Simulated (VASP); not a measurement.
# Rh (Fm-3m) in VASP: notebook, part 2 of 2

VASP 6.6.1. The steps go on from the part before.

## 4. Electric field gradients, PBEsol (volume scaled by 0.98)

INCAR

```
PREC = Accurate
ENCUT = 520
EDIFF = 1E-8
ISMEAR = -1
SIGMA = 0.08
LREAL = False
LASPH = True
NELM = 80
ALGO = Normal
ISIF = 2
LWAVE = False
LCHARG = False
GGA = PS
LEFG = True
NBANDS = 14
```

KPOINTS

```
Automatic mesh
0
Gamma
  16 16 16
```

POSCAR

```
Rh
1.0
    0.0000000000      1.8887875349      1.8887875349
    1.8887875349      0.0000000000      1.8887875349
    1.8887875349      1.8887875349      0.0000000000
Rh
1
Direct
    0.0000000000      0.0000000000      0.0000000000
```

Potentials or basis: VASP PAW PBE potentials, release 64 (Rh_pv).

Launch:

```bash
cat potpaw_PBE.64/Rh_pv/POTCAR > POTCAR
mpirun -np 1 vasp_std > vasp.out
```

OUTCAR:

```text
PREC = Accurate
   ENCUT = 520
   EDIFF = 1E-8
   ISMEAR = -1
   LREAL = False
   LASPH = True
   NELM = 80
   ISIF = 2
   GGA = PS

 ion  position               nearest neighbor table
   1  0.000  0.000  0.000-

  LATTYP: Found a face centered cubic cell.
 ALAT       =     3.7775750698

  Lattice vectors:

 A1 = (   0.0000000000,   1.8887875349,   1.8887875349)
 A2 = (   1.8887875349,   0.0000000000,   1.8887875349)
 A3 = (   1.8887875349,   1.8887875349,   0.0000000000)

Analysis of symmetry for initial positions (statically):
=====================================================================
 Subroutine PRICEL returns:
 Original cell was already a primitive cell.

 Routine SETGRP: Setting up the symmetry group for a
 face centered cubic supercell.

 Subroutine GETGRP returns: Found 48 space group operations
 (whereof 48 operations were pure point group operations)
 out of a pool of 48 trial point group operations.

The static configuration has the point symmetry O_h .

Analysis of symmetry for dynamics (positions and initial velocities):
=====================================================================
 Subroutine PRICEL returns:
 Original cell was already a primitive cell.

 Routine SETGRP: Setting up the symmetry group for a
 face centered cubic supercell.

 Subroutine GETGRP returns: Found 48 space group operations
 (whereof 48 operations were pure point group operations)
 out of a pool of 48 trial point group operations.

The dynamic configuration has the point symmetry O_h .

 Subroutine INISYM returns: Found 48 space group operations
[... 153 lines left out ...]
      3     -34.2396      2.00000
      4       3.9226      2.00000
      5       8.9350      2.00000
      6       8.9350      2.00000
      7       8.9350      2.00000
      8      11.1154      1.99999
      9      11.1154      1.99999
     10      28.0427      0.00000
     11      32.4407      0.00000
     12      33.6080      0.00000
     13      33.6080      0.00000
     14      33.6080      0.00000
[... 377 lines left out ...]
      1     -34.3145      2.00000
      2     -34.2622      2.00000
      3     -34.2454      2.00000
      4       4.3434      2.00000
      5       8.7263      2.00000
      6       9.0856      2.00000
      7       9.1350      2.00000
      8      10.9195      2.00000
      9      11.1406      1.99999
     10      28.6527      0.00000
     11      31.9090      0.00000
     12      32.4476      0.00000
     13      33.6839      0.00000
     14      34.4869      0.00000

 [... further k-points ...]
[... 5 lines left out ...]
  --------------------------------------------------------------------------------------
  -------------------------------------------------------------------------------------
  Total        0.0651312      0.0651312      0.0651312     -0.0000000      0.0000000     -0.0000000
  in kB        7.7431969      7.7431969      7.7431969     -0.0000000      0.0000000     -0.0000000
  external PRESSURE =       7.7431969 kB  Pullay stress =       0.0000000 kB

 VOLUME and BASIS-vectors are now :
 -----------------------------------------------------------------------------
  energy-cutoff  :      520.00
  volume of cell :       13.48
      direct lattice vectors                 reciprocal lattice vectors
     0.000000000  1.888787535  1.888787535    -0.264720087  0.264720087  0.264720087
     1.888787535  0.000000000  1.888787535     0.264720087 -0.264720087  0.264720087
     1.888787535  1.888787535  0.000000000     0.264720087  0.264720087 -0.264720087

 POSITION                                       TOTAL-FORCE (eV/Angst)
 -----------------------------------------------------------------------------------
      0.00000      0.00000      0.00000        -0.000000      0.000000     -0.000000
 -----------------------------------------------------------------------------------
    total drift:                                0.000000      0.000000      0.000000

  FREE ENERGIE OF THE ION-ELECTRON SYSTEM (eV)
  ---------------------------------------------------
  free  energy   TOTEN  =        -8.1514571014 eV

  energy  without entropy=       -8.1228235920  energy(sigma->0) =       -8.13714035

 Electric field gradients (V/A^2)
---------------------------------------------------------------------
 ion       V_xx      V_yy      V_zz      V_xy      V_xz      V_yz
---------------------------------------------------------------------
   1      -0.000     0.000     0.000     0.001     0.001     0.001
---------------------------------------------------------------------

 Electric field gradients after diagonalization (V/A^2)
 (convention: |V_zz| > |V_xx| > |V_yy|)
----------------------------------------------------------------------
 ion       V_xx      V_yy      V_zz     asymmetry (V_yy - V_xx)/ V_zz
----------------------------------------------------------------------
   1      -0.001    -0.001     0.002       0.000
----------------------------------------------------------------------

           NMR quadrupolar parameters

 Cq : quadrupolar parameter    Cq=e*Q*V_zz/h
 eta: asymmetry parameters     (V_yy - V_xx)/ V_zz
 Q  : nuclear electric quadrupole moment in mb (millibarn)
----------------------------------------------------------------------
 ion       Cq(MHz)       eta       Q (mb)
----------------------------------------------------------------------
   1       0.000       0.000       1.000
----------------------------------------------------------------------
```

OSZICAR:

```text
N       E                     dE             d eps       ncg     rms          rms(c)
DAV:   1     0.118733467379E+03    0.11873E+03   -0.87490E+03  4090   0.115E+03
DAV:   2    -0.718982661490E+01   -0.12592E+03   -0.12034E+03  4492   0.339E+02
DAV:   3    -0.877384875560E+01   -0.15840E+01   -0.15813E+01  4816   0.417E+01
DAV:   4    -0.877956435019E+01   -0.57156E-02   -0.57155E-02  4678   0.258E+00
DAV:   5    -0.877961234637E+01   -0.47996E-04   -0.47996E-04  4690   0.208E-01    0.116E+01
DAV:   6    -0.817892266139E+01    0.60069E+00   -0.99542E-01  4294   0.138E+01    0.369E+00
DAV:   7    -0.815637044832E+01    0.22552E-01   -0.22695E-02  4654   0.185E+00    0.167E+00
DAV:   8    -0.815171557886E+01    0.46549E-02   -0.49209E-03  4258   0.969E-01    0.256E-01
DAV:   9    -0.815145188213E+01    0.26370E-03   -0.22935E-04  4252   0.216E-01    0.280E-02
DAV:  10    -0.815145695059E+01   -0.50685E-05   -0.25246E-06  4624   0.180E-02    0.629E-03
DAV:  11    -0.815145717289E+01   -0.22230E-06   -0.51748E-07  4660   0.101E-02    0.396E-04
DAV:  12    -0.815145710913E+01    0.63767E-07   -0.81556E-09  2804   0.133E-03    0.644E-05
DAV:  13    -0.815145710143E+01    0.76952E-08   -0.49301E-10  2144   0.297E-04
   1 F= -.81514571E+01 E0= -.81371403E+01  d E =-.286335E-01
```

stdout:

```text
POSCAR found type information on POSCAR Rh
 POSCAR found :  1 types and       1 ions
 scaLAPACK will be used
 -----------------------------------------------------------------------------
|                                                                             |
|                                                                             |
|     You enforced a specific xc type in the INCAR file but a different       |
|     I HOPE YOU KNOW WHAT YOU ARE DOING!                                     |
|                                                                             |
 -----------------------------------------------------------------------------

 LDA part: xc-table for (Slater+PW92), standard interpolation
 POSCAR, INCAR and KPOINTS ok, starting setup
 FFT: planning ... GRIDC
 FFT: planning ... GRID_SOFT
 FFT: planning ... GRID
 WAVECAR not read
 entering main loop
ion   1
```

Wall time 9.4 s (1 thread of Intel Xeon 6975P-C (Granite Rapids), shared host); peak memory 0.14 GiB.

Results:

```yaml
Free_energy: -8.1515 eV
Pressure: 0.8 GPa
```

Caveat: without QUAD_EFG the Cq values of the log hold for a quadrupole moment of 1 mb, not for the nuclei; the PAW data sets were made with another functional, which shifts forces and pressure a little.

## 5. Electric field gradients, PBEsol (volume scaled by 0.99)

INCAR

```
SYSTEM = Rh
ALGO = Normal
EDIFF = 1E-8
ENCUT = 520
GGA = PS
ISIF = 2
ISMEAR = -1
LASPH = .TRUE.
LCHARG = .FALSE.
LEFG = .TRUE.
LREAL = .FALSE.
LWAVE = .FALSE.
NBANDS = 14
NELM = 80
PREC = Accurate
SIGMA = 0.08
```

KPOINTS

```
k-points
0
G
  16 16 16
  0 0 0
```

POSCAR

```
Rh
1.0
    0.0000000000      1.8951902535      1.8951902535
    1.8951902535      0.0000000000      1.8951902535
    1.8951902535      1.8951902535      0.0000000000
Rh
1
Direct
    0.0000000000      0.0000000000      0.0000000000
```

Potentials or basis: VASP PAW PBE potentials, release 64 (Rh_pv).

Launch:

```bash
cat potpaw_PBE.64/Rh_pv/POTCAR > POTCAR
mpirun -np 1 vasp_std > vasp.out
```

OUTCAR:

```text
SYSTEM = Rh
   EDIFF = 1E-8
   ENCUT = 520
   GGA = PS
   ISIF = 2
   ISMEAR = -1
   LASPH = .TRUE.
   LREAL = .FALSE.
   NELM = 80
   PREC = Accurate

 ion  position               nearest neighbor table
   1  0.000  0.000  0.000-

  LATTYP: Found a face centered cubic cell.
 ALAT       =     3.7903805070

  Lattice vectors:

 A1 = (   0.0000000000,   1.8951902535,   1.8951902535)
 A2 = (   1.8951902535,   0.0000000000,   1.8951902535)
 A3 = (   1.8951902535,   1.8951902535,   0.0000000000)

[... 611 lines left out ...]
    total drift:                                0.000000      0.000000      0.000000

  FREE ENERGIE OF THE ION-ELECTRON SYSTEM (eV)
  ---------------------------------------------------
  free  energy   TOTEN  =        -8.1509377183 eV

  energy  without entropy=       -8.1218544298  energy(sigma->0) =       -8.13639607

 Electric field gradients (V/A^2)
---------------------------------------------------------------------
 ion       V_xx      V_yy      V_zz      V_xy      V_xz      V_yz
---------------------------------------------------------------------
   1       0.000    -0.000    -0.000     0.001     0.001     0.001
---------------------------------------------------------------------

 Electric field gradients after diagonalization (V/A^2)
 (convention: |V_zz| > |V_xx| > |V_yy|)
----------------------------------------------------------------------
 ion       V_xx      V_yy      V_zz     asymmetry (V_yy - V_xx)/ V_zz
----------------------------------------------------------------------
   1      -0.001    -0.001     0.001       0.000
----------------------------------------------------------------------

           NMR quadrupolar parameters

 Cq : quadrupolar parameter    Cq=e*Q*V_zz/h
 eta: asymmetry parameters     (V_yy - V_xx)/ V_zz
 Q  : nuclear electric quadrupole moment in mb (millibarn)
----------------------------------------------------------------------
 ion       Cq(MHz)       eta       Q (mb)
----------------------------------------------------------------------
   1       0.000       0.000       1.000
----------------------------------------------------------------------
```

OSZICAR:

```text
N       E                     dE             d eps       ncg     rms          rms(c)
DAV:   1     0.120586943979E+03    0.12059E+03   -0.87490E+03  4086   0.115E+03
DAV:   2    -0.720449627959E+01   -0.12779E+03   -0.12241E+03  4498   0.343E+02
DAV:   3    -0.877630022285E+01   -0.15718E+01   -0.15691E+01  4882   0.418E+01
DAV:   4    -0.878196064832E+01   -0.56604E-02   -0.56602E-02  4690   0.257E+00
DAV:   5    -0.878200925168E+01   -0.48603E-04   -0.48604E-04  4834   0.210E-01    0.113E+01
DAV:   6    -0.817729058940E+01    0.60472E+00   -0.10146E+00  4300   0.139E+01    0.354E+00
DAV:   7    -0.815578162294E+01    0.21509E-01   -0.21015E-02  4654   0.178E+00    0.163E+00
DAV:   8    -0.815117956826E+01    0.46021E-02   -0.47594E-03  4258   0.949E-01    0.242E-01
DAV:   9    -0.815093257336E+01    0.24699E-03   -0.21939E-04  4294   0.210E-01    0.268E-02
DAV:  10    -0.815093757126E+01   -0.49979E-05   -0.25326E-06  4546   0.180E-02    0.573E-03
DAV:  11    -0.815093778723E+01   -0.21597E-06   -0.47836E-07  4720   0.965E-03    0.404E-04
DAV:  12    -0.815093772532E+01    0.61912E-07   -0.79402E-09  2840   0.132E-03    0.661E-05
DAV:  13    -0.815093771828E+01    0.70395E-08   -0.46377E-10  2168   0.288E-04
   1 F= -.81509377E+01 E0= -.81363961E+01  d E =-.290833E-01
```

Wall time 10 s (1 thread of Intel Xeon 6975P-C (Granite Rapids), shared host); peak memory 0.14 GiB.

What came out:

| Property | Result |
| --- | --- |
| Free energy | -8.1509 eV |
| Pressure | -2.2 GPa |

Caveat: without QUAD_EFG the Cq values of the log hold for a quadrupole moment of 1 mb, not for the nuclei; the PAW data sets were made with another functional, which shifts forces and pressure a little.

## 6. Summary

| cell | gap on the mesh (eV) | pressure (GPa) |
| --- | --- | --- |
| a = 2.653 Å, angles 60.0°, 1 atom | none | 7.3 |
| a = 2.671 Å, angles 60.0°, 1 atom | none | 0.8 |
| a = 2.680 Å, angles 60.0°, 1 atom | none | -2.2 |

Alike in all rows: task electric field gradients; level PBEsol; potentials or basis VASP PAW PBE potentials, release 64 (Rh_pv); no spin polarisation; k mesh 16 × 16 × 16; cutoff (eV) 520; smearing fermi-dirac 0.08 eV.

Caveats: the PAW data sets were made with another functional, which shifts forces and pressure a little.

Absolute energies hang on the potentials; compare differences alone.
